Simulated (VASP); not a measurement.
# IrS (P6_3/mmc) in VASP: notebook, part 2 of 2

VASP 6.6.1. Earlier steps stand in the parts before.

## 6. Relaxation of shape and atoms at fixed volume, PBEsol (volume scaled by 0.960)

Input file INCAR:

```
ALGO = Normal
EDIFF = 1E-7
EDIFFG = -0.01
ENCUT = 600
GGA = PS
IBRION = 2
ISIF = 4
ISMEAR = 0
LASPH = True
LCHARG = False
LREAL = False
LWAVE = False
NELM = 100
NSW = 60
PREC = Accurate
SIGMA = 0.05
```

Input file KPOINTS:

```
k-points
0
Gamma
  10 10 6
```

Input file POSCAR:

```
IrS
1.0
    3.4914138377      0.0000000000      0.0000000000
   -1.7457069188      3.0236530786      0.0000000000
    0.0000000000      0.0000000000      5.3827918443
Ir S
2 2
Direct
    0.0000000000      0.0000000000      0.0000000000
    0.0000000000      0.0000000000      0.5000000000
    0.3333333333      0.6666666667      0.2500000000
    0.6666666667      0.3333333333      0.7500000000
```

Potentials or basis: VASP PAW PBE potentials, release 64 (Ir, S).

Run with:

```console
$ cat potpaw_PBE.64/Ir/POTCAR potpaw_PBE.64/S/POTCAR > POTCAR
$ mpirun -np 1 vasp_std > vasp.out
```

OUTCAR:

```text
EDIFF = 1E-7
   EDIFFG = -0.01
   ENCUT = 600
   GGA = PS
   IBRION = 2
   ISIF = 4
   ISMEAR = 0
   LASPH = True
   LREAL = False
   NELM = 100
   NSW = 60
   PREC = Accurate

 ion  position               nearest neighbor table
   1  0.000  0.000  0.000-   3 2.42   4 2.42   3 2.42   4 2.42   4 2.42   3 2.42   2 2.69   2 2.69

   2  0.000  0.000  0.500-   3 2.42   4 2.42   3 2.42   4 2.42   4 2.42   3 2.42   1 2.69   1 2.69

   3  0.333  0.667  0.250-   1 2.42   2 2.42   1 2.42   2 2.42   1 2.42   2 2.42
   4  0.667  0.333  0.750-   1 2.42   2 2.42   1 2.42   2 2.42   1 2.42   2 2.42

  LATTYP: Found a hexagonal cell.
 ALAT       =     3.4914138377
 C/A-ratio  =     1.5417226644

  Lattice vectors:

 A1 = (   3.4914138377,   0.0000000000,   0.0000000000)
 A2 = (  -1.7457069188,   3.0236530786,   0.0000000000)
 A3 = (   0.0000000000,   0.0000000000,   5.3827918443)

[... 261 lines left out ...]
  ---------------------------------------------------
  ext. energy  EPLUGINS =         0.00000000
  ---------------------------------------------------
  free energy    TOTEN  =       -27.73736116 eV

  energy without entropy =      -27.73358675  energy(sigma->0) =      -27.73547395

 E-fermi :  10.3166     XC(G=0): -12.7318

 val. band max:       10.2949873416   @ k =   0.3000   0.0000   0.3333
 cond. band min:      10.3236397973   @ k =   0.3000   0.1000   0.5000
 fundamental gap:      0.0286524557
 Fermi energy:        10.3166188941

 k-point     1 :       0.0000    0.0000    0.0000
  band No.  band energies     occupation
      1      -7.0579      2.00000
      2      -4.4176      2.00000
      3       0.5614      2.00000
      4       2.5127      2.00000
      5       2.5127      2.00000
      6       3.9715      2.00000
[... 505 lines left out ...]
      6       3.6002      2.00000
[... 11 lines left out ...]
     18      12.4428      0.00000
     19      14.4057      0.00000

 [... further k-points ...]
[... 5 lines left out ...]
  --------------------------------------------------------------------------------------
  -------------------------------------------------------------------------------------
  Total        3.8139043      3.8139043      3.8135703      0.0000000      0.0000000     -0.0000000
  in kB      107.5324392    107.5324392    107.5230237      0.0000000      0.0000000     -0.0000000
  external PRESSURE =     107.5293007 kB  Pullay stress =       0.0000000 kB
[... 19 lines left out ...]
  FREE ENERGIE OF THE ION-ELECTRON SYSTEM (eV)
  ---------------------------------------------------
  free  energy   TOTEN  =       -27.7373611600 eV

  energy  without entropy=      -27.7335867451  energy(sigma->0) =      -27.73547395

 reached required accuracy - stopping structural energy minimisation
```

OSZICAR:

```text
N       E                     dE             d eps       ncg     rms          rms(c)
DAV:   1     0.303639838469E+03    0.30364E+03   -0.14912E+04  2128   0.169E+03
DAV:   2    -0.130301951492E+00   -0.30377E+03   -0.29328E+03  2131   0.432E+02
DAV:   3    -0.272861417852E+02   -0.27156E+02   -0.25488E+02  3004   0.121E+02
DAV:   4    -0.283749807093E+02   -0.10888E+01   -0.10747E+01  2640   0.251E+01
[... 21 lines left out ...]
DAV:   1    -0.277374881667E+02   -0.20773E-03   -0.10393E-02  2146   0.738E-01    0.683E-02
DAV:   2    -0.277373916043E+02    0.96562E-04   -0.44218E-04  2911   0.214E-01    0.363E-02
DAV:   3    -0.277373645080E+02    0.27096E-04   -0.44729E-05  2657   0.567E-02    0.129E-02
DAV:   4    -0.277373612046E+02    0.33033E-05   -0.88671E-06  2801   0.214E-02    0.568E-03
DAV:   5    -0.277373611600E+02    0.44607E-07   -0.76199E-07  2399   0.808E-03
   3 F= -.27737361E+02 E0= -.27735474E+02  d E =-.630079E-03
```

CONTCAR:

```text
IrS
   1.00000000000000
     3.4866443500423738    0.0000000000019041    0.0000000000000000
    -1.7433221749696064    3.0195225811262691   -0.0000000000000000
    -0.0000000000000000    0.0000000000000000    5.3975284886094261
  Ir              S
     2     2
Direct
     0.0000000000000000    0.0000000000000000    1.0000000000000000
     0.0000000000000000    0.0000000000000000    0.5000000000000000
     0.3333333332999970    0.6666666667000030    0.2500000000000000
     0.6666666667000030    0.3333333332999970    0.7500000000000000

  0.00000000E+00  0.00000000E+00  0.00000000E+00
  0.00000000E+00  0.00000000E+00  0.00000000E+00
  0.00000000E+00  0.00000000E+00  0.00000000E+00
  0.00000000E+00  0.00000000E+00  0.00000000E+00
```

Run time: 2 min. Hardware: 1 thread of Intel Xeon Platinum 8259CL at 2.50GHz (Skylake/Cascade Lake), shared host; peak memory 0.23 GiB.

What came out:

```
Free energy               : -27.7374 eV
Energy gained by relaxing : 0.2 meV/atom
Ionic steps               : 3
Pressure after relaxing   : 10.8 GPa
Band gap on the k mesh    : zero (band 15 reaches 11.32 eV, above the bottom of band 16 at 9.63 eV)
```

Step by step:
```
step  energy change (eV)  largest force (eV/Å)  pressure (GPa)  volume (Å³)
   1              0.0000                0.0000           10.92        56.83
   2             -0.0005                0.0000           10.70        56.83
   3             -0.0006                0.0000           10.75        56.83
```

Final structure:
```
Ir S
1.0
     3.48664    0.00000    0.00000
    -1.74332    3.01952    0.00000
     0.00000    0.00000    5.39753
Ir S
2 2
Direct
  0.00000 0.00000 0.00000
  0.00000 0.00000 0.50000
  0.33333 0.66667 0.25000
  0.66667 0.33333 0.75000
```

Caveat: the cell differs from its parent crystal (volume scaled by 0.960); the PAW data sets were made with another functional, which shifts forces and pressure a little; spin-orbit coupling is left out, which moves the levels of the heavy elements.

## 7. Single point, PBEsol

Input file INCAR:

```
SYSTEM = IrS
ALGO = Normal
EDIFF = 1E-6
ENCUT = 500
GGA = PS
GGA_COMPAT = .FALSE.
ISIF = 2
ISMEAR = 0
LASPH = .TRUE.
LCHARG = .FALSE.
LREAL = .FALSE.
LWAVE = .FALSE.
NBANDS = 31
NELM = 120
PREC = Accurate
SIGMA = 0.05
```

Input file KPOINTS:

```
k-points
0
G
  10 10 6
  0 0 0
```

Input file POSCAR:

```
IrS
1.0
    3.5439944865      0.0000000000      0.0000000000
   -1.7719972432      3.0691892562      0.0000000000
    0.0000000000      0.0000000000      5.4419298008
Ir S
2 2
Direct
    0.0000000000      0.0000000000      0.0000000000
    0.0000000000      0.0000000000      0.5000000000
    0.3333333333      0.6666666667      0.2500000000
    0.6666666667      0.3333333333      0.7500000000
```

Potentials or basis: VASP PAW PBE potentials, release 64 (Ir_sv_GW, S).

Run with:

```console
$ cat potpaw_PBE.64/Ir_sv_GW/POTCAR potpaw_PBE.64/S/POTCAR > POTCAR
$ mpirun -np 1 vasp_std > vasp.out
```

Wall time 83 s (1 thread of Intel Xeon Platinum 8375C at 2.90GHz (Ice Lake), shared host); peak memory 0.23 GiB.

Results (log left out):

* Free energy: -28.9894 eV
* Pressure: -1.4 GPa
* Band gap on the k mesh: zero (band 23 reaches 11.81 eV, above the bottom of band 24 at 10.16 eV)

Levels at points of the mesh, in eV from the Fermi level:
| k point | band 19 | band 20 | band 21 | band 22 | band 23 | band 24 | band 25 | band 26 | band 27 | band 28 |
| --- | --- | --- | --- | --- | --- | --- | --- | --- | --- | --- |
| (0.00, 0.00, 0.00) | -3.13 | -3.13 | -2.49 | -1.23 | -1.23 | 1.66 | 2.22 | 2.30 | 3.39 | 3.39 |
| (0.50, 0.00, 0.00) | -2.33 | -2.15 | -2.15 | -1.15 | -0.93 | 0.06 | 2.76 | 2.95 | 3.48 | 5.40 |
| (0.00, 0.00, 0.50) | -3.14 | -3.14 | -2.74 | -2.74 | 1.00 | 1.00 | 1.00 | 1.00 | 4.89 | 4.89 |
| (0.50, 0.00, 0.50) | -1.81 | -1.81 | -1.72 | -1.72 | 0.20 | 0.20 | 1.70 | 1.70 | 2.20 | 2.20 |

Caveat: the PAW data sets were made with another functional, which shifts forces and pressure a little; spin-orbit coupling is left out, which moves the levels of the heavy elements.

## 8. Summary

| task | potentials or basis | cell | cutoff (eV) | second run | gap on the mesh (eV) | pressure (GPa) |
| --- | --- | --- | --- | --- | --- | --- |
| single point | VASP PAW PBE potentials, release 64 (Ir, S) | a = 3.544, b = 3.544, c = 5.442 Å, angles 90.0, 90.0, 120.0°, 4 atoms | 520 | - | none | 1.1 |
| relaxation of cell and atoms | VASP PAW PBE potentials, release 64 (Ir, S) | relaxed from a = 3.752, b = 3.752, c = 5.229 Å, angles 90.0, 90.0, 120.0°, 4 atoms | 600 | - | none | 0.0 |
| single point | VASP PAW PBE potentials, release 64 (Ir, S) | a = 3.487, b = 3.487, c = 5.397 Å, angles 90.0, 90.0, 120.0°, 4 atoms | 520 | - | none | 10.7 |
| relaxation of shape and atoms at fixed volume | VASP PAW PBE potentials, release 64 (Ir, S) | relaxed from a = 3.491, b = 3.491, c = 5.383 Å, angles 90.0, 90.0, 120.0°, 4 atoms | 600 | - | none | 10.8 |
| single point | VASP PAW PBE potentials, release 64 (Ir_sv_GW, S) | a = 3.544, b = 3.544, c = 5.442 Å, angles 90.0, 90.0, 120.0°, 4 atoms | 500 | valence_matched | none | -1.4 |

Alike in all rows: level PBEsol; no spin polarisation; k mesh 10 × 10 × 6; smearing gaussian 0.05 eV.

Caveats: the PAW data sets were made with another functional, which shifts forces and pressure a little; spin-orbit coupling is left out, which moves the levels of the heavy elements.

Total energies depend on the potentials used, so only differences within one code and one set of settings carry meaning.
